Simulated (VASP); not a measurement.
# Ga3Se (P4/mmm) in VASP: notebook, part 2 of 3

VASP 6.6.1. The steps go on from the part before.

## Step 3: Single point, PBE+D3(BJ) (strain +0.015 along x and y, +0.000 along z)

INCAR

```
SYSTEM = Ga3Se
PREC = Accurate
ENCUT = 520
EDIFF = 1E-6
ISMEAR = 0
SIGMA = 0.15
LREAL = .FALSE.
LASPH = .TRUE.
NELM = 100
ALGO = Normal
ISIF = 2
LWAVE = .FALSE.
LCHARG = .TRUE.
GGA = PE
IVDW = 12
LELF = .TRUE.
LVHAR = .TRUE.
NBANDS = 30
```

KPOINTS

```
regular mesh
0
G
  12 12 12
  0 0 0
```

POSCAR

```
Ga3Se
1.0
    4.3884644704      0.0000000000      0.0000000000
    0.0000000000      4.3884644704      0.0000000000
    0.0000000000      0.0000000000      4.3236103157
Ga Se
3 1
Direct
    0.0000000000      0.5000000000      0.5000000000
    0.5000000000      0.0000000000      0.5000000000
    0.5000000000      0.5000000000      0.0000000000
    0.0000000000      0.0000000000      0.0000000000
```

Potentials or basis: VASP PAW PBE potentials, release 64 (Ga_d, Se).

Run with:

```console
> cat potpaw_PBE.64/Ga_d/POTCAR potpaw_PBE.64/Se/POTCAR > POTCAR
> mpirun -np 1 vasp_std > vasp.out
```

OUTCAR:

```text
SYSTEM = Ga3Se
   PREC = Accurate
   ENCUT = 520
   EDIFF = 1E-6
   ISMEAR = 0
   LREAL = .FALSE.
   LASPH = .TRUE.
   NELM = 100
   ISIF = 2
   GGA = PE
   IVDW = 12
 IVDW          = 12

 ion  position               nearest neighbor table
   1  0.000  0.500  0.500-
   2  0.500  0.000  0.500-
   3  0.500  0.500  0.000-
   4  0.000  0.000  0.000-

  LATTYP: Found a simple tetragonal cell.
 ALAT       =     4.3884644704
 C/A-ratio  =     0.9852216749

  Lattice vectors:

 A1 = (   4.3884644704,   0.0000000000,   0.0000000000)
 A2 = (   0.0000000000,   4.3884644704,   0.0000000000)
 A3 = (   0.0000000000,   0.0000000000,   4.3236103157)

Analysis of symmetry for initial positions (statically):
=====================================================================
 Subroutine PRICEL returns:
 Original cell was already a primitive cell.

 Routine SETGRP: Setting up the symmetry group for a
 simple tetragonal supercell.

 Subroutine GETGRP returns: Found 16 space group operations
 (whereof 16 operations were pure point group operations)
 out of a pool of 16 trial point group operations.

The static configuration has the point symmetry D_4h.

Analysis of symmetry for dynamics (positions and initial velocities):
=====================================================================
 Subroutine PRICEL returns:
 Original cell was already a primitive cell.

 Routine SETGRP: Setting up the symmetry group for a
 simple tetragonal supercell.

 Subroutine GETGRP returns: Found 16 space group operations
 (whereof 16 operations were pure point group operations)
 out of a pool of 16 trial point group operations.

The dynamic configuration has the point symmetry D_4h.

 Subroutine INISYM returns: Found 16 space group operations
 (whereof 16 operations are pure point group operations),
 and found     1 'primitive' translations

----------------------------------------------------------------------------------------

                                     Primitive cell

  volume of cell :      83.2668

  direct lattice vectors                    reciprocal lattice vectors
     4.388464470  0.000000000  0.000000000     0.227870137  0.000000000  0.000000000
     0.000000000  4.388464470  0.000000000     0.000000000  0.227870137  0.000000000
     0.000000000  0.000000000  4.323610316     0.000000000  0.000000000  0.231288189

  length of vectors
     4.388464470  4.388464470  4.323610316     0.227870137  0.227870137  0.231288189

  position of ions in fractional coordinates (direct lattice)
     0.000000000  0.500000000  0.500000000
     0.500000000  0.000000000  0.500000000
     0.500000000  0.500000000  0.000000000
     0.000000000  0.000000000  0.000000000

  ion indices of the primitive-cell ions
   primitive index   ion index
                 1           1
                 2           2
                 3           3
                 4           4

----------------------------------------------------------------------------------------

 KPOINTS: regular mesh

Automatic generation of k-mesh.
 Grid dimensions read from file:
 generate k-points for:   12   12   12

 Generating k-lattice:

  Cartesian coordinates                     Fractional coordinates (reciprocal lattice)
     0.018989178  0.000000000  0.000000000     0.083333333  0.000000000  0.000000000
     0.000000000  0.018989178  0.000000000     0.000000000  0.083333333  0.000000000
     0.000000000  0.000000000  0.019274016     0.000000000  0.000000000  0.083333333

  Length of vectors
     0.018989178  0.018989178  0.019274016

  Shift w.r.t. Gamma in fractional coordinates (k-lattice)
     0.000000000  0.000000000  0.000000000

 Subroutine IBZKPT returns following result:
 ===========================================

 Found    196 irreducible k-points:

 Following reciprocal coordinates:
            Coordinates               Weight
  0.000000  0.000000  0.000000      1.000000
  0.083333  0.000000  0.000000      4.000000
  0.166667  0.000000  0.000000      4.000000
  0.250000  0.000000  0.000000      4.000000
  0.333333  0.000000  0.000000      4.000000
  0.416667  0.000000  0.000000      4.000000
[... 16 lines left out ...]
  0.333333  0.333333  0.000000      4.000000
  0.416667  0.333333  0.000000      8.000000
 [... further k-points ...]
   k-points           NKPTS =    196   k-points in BZ     NKDIM =    196   number of bands    NBANDS=     30
   number of dos      NEDOS =    301   number of ions     NIONS =      4
   total plane-waves  NPLWV =  41472
   dimension x,y,z NGX =    36 NGY =   36 NGZ =   32
   dimension x,y,z NGXF=    72 NGYF=   72 NGZF=   64
   ions per type =               3   1
   NGX,Y,Z   is equivalent  to a cutoff of  13.64, 13.64, 12.30 a.u.
   NGXF,Y,Z  is equivalent  to a cutoff of  27.28, 27.28, 24.61 a.u.
 SYSTEM =  Ga3Se
   PREC   = accura    normal or accurate (medium, high low for compatibility)
   ISTART =      0    job   : 0-new  1-cont  2-samecut
   ICHARG =      2    charge: 1-file 2-atom 10-const
   ISPIN  =      1    spin polarized calculation?
   LNONCOLLINEAR =      F non collinear calculations
   LSORBIT =      F    spin-orbit coupling
   LASPH  =      T    aspherical Exc in radial PAW
   ENCUT  =  520.0 eV  38.22 Ry    6.18 a.u.   8.16  8.16  8.04*2*pi/ulx,y,z
   NELM   =    100;   NELMIN=  2; NELMDL= -5     # of ELM steps
   EDIFF  = 0.1E-05   stopping-criterion for ELM
   LREAL  =      F    real-space projection
   EDIFFG = 0.1E-04   stopping-criterion for IOM
   NSW    =      0    number of steps for IOM
   IBRION =     -1    ionic relax: 0-MD 1-quasi-New 2-CG
   NFREE  =      0    steps in history (QN), initial steepest desc. (CG)
   ISIF   =      2    stress and relaxation
   ISYM   =      2    0-nonsym 1-usesym 2-fastsym
   POTIM  = 0.5000    time-step for ionic-motion
   TEBEG  =    0.0;   TEEND  =   0.0 temperature during run
   PSTRESS=    0.0 pullay stress
   NELECT =      45.0000    total number of electrons
   NUPDOWN=      -1.0000    fix difference up-down
   EMIN   =  10.00;   EMAX   =-10.00  energy-range for DOS
   EFERMI =   0.00;   METHOD = LEGACY
   ISMEAR =     0;   SIGMA  =   0.15  broadening in eV -4-tet -1-fermi 0-gaus
   EFERMI_NEDOS =   21; number of points for ismear=-14 and -15
   IALGO  =     38    algorithm
   IMIX   =      4    mixing-type and parameters
     AMIX     =   0.40;   BMIX     =  1.00
     AMIX_MAG =   1.60;   BMIX_MAG =  1.00
  volume/ion in A,a.u.               =      20.82       140.48
  Fermi-wavevector in a.u.,A,eV,Ry     =   1.333486  2.519923 24.193671  1.778185
  Thomas-Fermi vector in A             =   2.462341
   LORBIT       =      0    0 simple, 1 ext, 2 COOP (PROOUT), +10 PAW based schemes
   GGA     = PE    functional components
   LHFCALC =     F    Hartree Fock is set to
   AEXX    =    0.0000 exact exchange contribution
   IVDW    =    12    specifies the selected vdW correction
   LEPSILON=     F    determine dielectric tensor
   LRPA    =     F    only Hartree local field effects (RPA)
 non-spin polarized calculation
 Gauss-broadening in eV      SIGMA  =   0.15
  energy-cutoff  :      520.00
  volume of cell :       83.27
 maximum number of plane-waves:      2272
 NGX is ok and might be reduce to    36
   NGX = 17   NGY = 17   NGZ = 17

 number of electron      44.9999996 magnetization

 Free energy of the ion-electron system (eV)
  ---------------------------------------------------
  ext. energy  EPLUGINS =         0.00000000
  ---------------------------------------------------
  free energy    TOTEN  =       -12.41990139 eV

  energy without entropy =      -12.40275677  energy(sigma->0) =      -12.41132908

 E-fermi :   5.0284     XC(G=0): -10.4829

 val. band max:        5.0276046668   @ k =   0.4167   0.3333   0.1667
 cond. band min:       5.0286240652   @ k =   0.5000   0.1667   0.0000
 fundamental gap:      0.0010193984
 Fermi energy:         5.0283966682

 k-point     1 :       0.0000    0.0000    0.0000
  band No.  band energies     occupation
      1     -10.0402      2.00000
      2     -10.0071      2.00000
      3     -10.0071      2.00000
      4     -10.0005      2.00000
      5      -9.9534      2.00000
      6      -9.9451      2.00000
[... 781 lines left out ...]
     29       9.7583      0.00000
     30      10.9635      0.00000

 [... further k-points ...]

------------------------ aborting loop because EDIFF is reached ----------------------------------------

 Edisp (eV)   -1.22654

 E8    (eV) :    -0.5516

  FORCE on cell =-STRESS in cart. coord.  units (eV):
  Direction    XX          YY          ZZ          XY          YZ          ZX
  --------------------------------------------------------------------------------------
  -------------------------------------------------------------------------------------
  Total      -0.61462    -0.61462    -0.61350     0.00000     0.00000     0.00000
  in kB     -11.82622   -11.82622   -11.80458     0.00000     0.00000     0.00000
  external pressure =      -11.82 kB  Pullay stress =        0.00 kB

 VOLUME and BASIS-vectors are now :
 -----------------------------------------------------------------------------
  energy-cutoff  :      520.00
  volume of cell :       83.27
      direct lattice vectors                 reciprocal lattice vectors
     4.388464470  0.000000000  0.000000000     0.227870137  0.000000000  0.000000000
     0.000000000  4.388464470  0.000000000     0.000000000  0.227870137  0.000000000
     0.000000000  0.000000000  4.323610316     0.000000000  0.000000000  0.231288189

 POSITION                                       TOTAL-FORCE (eV/Angst)
 -----------------------------------------------------------------------------------
      0.00000      2.19423      2.16181         0.000000      0.000000      0.000000
      2.19423      0.00000      2.16181         0.000000      0.000000      0.000000
      2.19423      2.19423      0.00000         0.000000      0.000000      0.000000
      0.00000      0.00000      0.00000         0.000000      0.000000      0.000000
 -----------------------------------------------------------------------------------
    total drift:                                0.000000      0.000000      0.000000

  FREE ENERGIE OF THE ION-ELECTRON SYSTEM (eV)
  ---------------------------------------------------
  free  energy   TOTEN  =       -13.6464441692 eV

  energy  without entropy=      -13.6292995497  energy(sigma->0) =      -13.63787186
```

OSZICAR:

```text
N       E                     dE             d eps       ncg     rms          rms(c)
DAV:   1     0.312884133711E+03    0.31288E+03   -0.21788E+04 12102   0.250E+03
DAV:   2     0.276227077517E+02   -0.28526E+03   -0.27643E+03 12032   0.522E+02
DAV:   3    -0.109365647703E+02   -0.38559E+02   -0.37170E+02 13740   0.140E+02
DAV:   4    -0.125111673569E+02   -0.15746E+01   -0.15599E+01 13574   0.287E+01
DAV:   5    -0.125478916575E+02   -0.36724E-01   -0.36700E-01 13684   0.441E+00    0.333E+00
DAV:   6    -0.124313051988E+02    0.11659E+00   -0.30563E-01 16124   0.584E+00    0.195E+00
DAV:   7    -0.124226273238E+02    0.86779E-02   -0.49699E-02 13250   0.125E+00    0.790E-01
DAV:   8    -0.124199123596E+02    0.27150E-02   -0.84253E-03 14482   0.823E-01    0.805E-02
DAV:   9    -0.124198688300E+02    0.43530E-04   -0.14984E-03 13590   0.723E-01    0.433E-02
DAV:  10    -0.124198940724E+02   -0.25242E-04   -0.23559E-04 15512   0.255E-01    0.372E-02
DAV:  11    -0.124199012096E+02   -0.71372E-05   -0.43347E-05 15530   0.634E-02    0.511E-03
DAV:  12    -0.124199013858E+02   -0.17622E-06   -0.55797E-06 13402   0.675E-02
   1 F= -.13646444E+02 E0= -.13637872E+02  d E =-.171446E-01
```

stdout:

```text
POSCAR found type information on POSCAR GaSe
 POSCAR found :  2 types and       4 ions
 scaLAPACK will be used
 LDA part: xc-table for (Slater+PW92), standard interpolation
 POSCAR, INCAR and KPOINTS ok, starting setup
 FFT: planning ... GRIDC
 FFT: planning ... GRID_SOFT
 FFT: planning ... GRID
 WAVECAR not read
 entering main loop
```

Wall time 3.2 min (1 thread of Intel Xeon Platinum 8488C (Sapphire Rapids), shared host); peak memory 0.5 GiB.

Results:

```yaml
Free_energy: -13.6464 eV
Pressure: -1.2 GPa
Band_gap_on_the_k_mesh: zero (an odd number of electrons rules out a gap without spin polarisation)
Dispersion_energy_per_atom: -0.307 eV
```

Levels at points of the mesh, in eV from the Fermi level:
| k point | band 20 | band 21 | band 22 | band 23 | band 24 | band 25 |
| --- | --- | --- | --- | --- | --- | --- |
| (0.00, 0.00, 0.00) | -3.84 | -2.86 | -2.67 | 1.65 | 1.65 | 1.69 |
| (0.50, 0.00, 0.00) | -2.89 | -1.99 | -1.05 | -0.40 | -0.24 | 1.14 |
| (0.50, 0.50, 0.00) | -2.24 | -0.73 | -0.53 | -0.53 | 1.64 | 1.72 |
| (0.00, 0.00, 0.50) | -2.94 | -2.06 | -1.12 | -0.34 | -0.34 | 1.04 |
| (0.50, 0.00, 0.50) | -2.29 | -0.87 | -0.70 | -0.67 | 1.41 | 1.60 |
| (0.50, 0.50, 0.50) | -5.11 | -5.11 | -5.10 | -3.65 | 4.09 | 4.09 |

Caveat: the cell differs from its parent crystal (strain +0.015 along x and y, +0.000 along z).

[end of part 2 of 3]
